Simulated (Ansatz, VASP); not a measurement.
AlN in VASP and in Ansatz

The input INCAR:

```
PREC = Accurate
ENCUT = 520
EDIFF = 1E-7
ISMEAR = 0
SIGMA = 0.05
LREAL = F
LASPH = T
NELM = 80
ALGO = Normal
ISIF = 2
LWAVE = F
LCHARG = T
LELF = T
LVHAR = T
NBANDS = 16
```

Contents of KPOINTS:

```
regular mesh
0
Gamma
  9 9 6
```

Contents of POSCAR:

```
AlN
1.0
    3.2758593918      0.0000000000      0.0000000000
   -1.6379296959      2.8369774526      0.0000000000
    0.0000000000      0.0000000000      4.1006874222
Al N
2 2
Direct
    0.3333333333      0.6666666667      0.7764639586
    0.6666666667      0.3333333333      0.2782257363
    0.3333333333      0.6666666667      0.1783047036
    0.6666666667      0.3333333333      0.7163471058
```

Input for Ansatz:

```yaml
crystal:
  lattice:
    - [3.2758593918, 0.0, 0.0]
    - [-1.6379296959, 2.8369774526, 0.0]
    - [0.0, 0.0, 4.1006874222]
  atoms:
    - { symbol: Al, position: [0.3333333333, 0.6666666667, 0.7764639586] }
    - { symbol: Al, position: [0.6666666667, 0.3333333333, 0.2782257363] }
    - { symbol: "N", position: [0.3333333333, 0.6666666667, 0.1783047036] }
    - { symbol: "N", position: [0.6666666667, 0.3333333333, 0.7163471058] }
basis:
  ecutwfc: 520.0
kpoints:
  mp_grid: { grid: [9, 9, 6] }
hamiltonian:
  xc: lda
  pseudopotentials: { kind: paw, azcp: { folder: soft_1 } }
scf:
  occupations: { method: gaussian, width: 0.05 }
output:
  forces: true
  stress: true
  eigenvalues: true
  write_density: true
  write_potential: true
  elf: true
  volumetric_format: npy
```

Change from the starting cell: mode 4 frozen in at -0.216 Å and mode 10 at -0.078 Å (largest displacements).

Alike in both runs: task single point; functional LDA; k mesh 9 × 9 × 6; occupations gaussian, width 0.05 eV; no spin polarisation.

|  | VASP | Ansatz |
| --- | --- | --- |
| version | VASP 6.6.1 | Ansatz 0.2.0 |
| potentials or method | VASP PAW LDA potentials, release 64 (Al, N), cutoff 520 eV | scalar-relativistic, plane waves, PAW |
| valence electrons in the cell | 16 | 16 |

```csv
,VASP,Ansatz,Ansatz less VASP
gap on the k mesh at the Fermi level (eV),4.05,4.05,+0.001
least direct gap on the mesh (eV),4.05,4.05,+0.001
pressure (GPa),15.9,15.0,-0.93
"traceless stress, the component that is largest in VASP (GPa)",42.94,42.22,-0.714
rms of the force components (eV/Å),2.544,2.488,-0.0561
```

Ansatz warns that its potentials were made for another functional, while VASP's fit it. LDA's correlation is that of Perdew and Zunger in VASP and of Perdew and Wang (1992) in Ansatz. Atom by atom the forces differ by 0.058 eV/Å (rms over components).
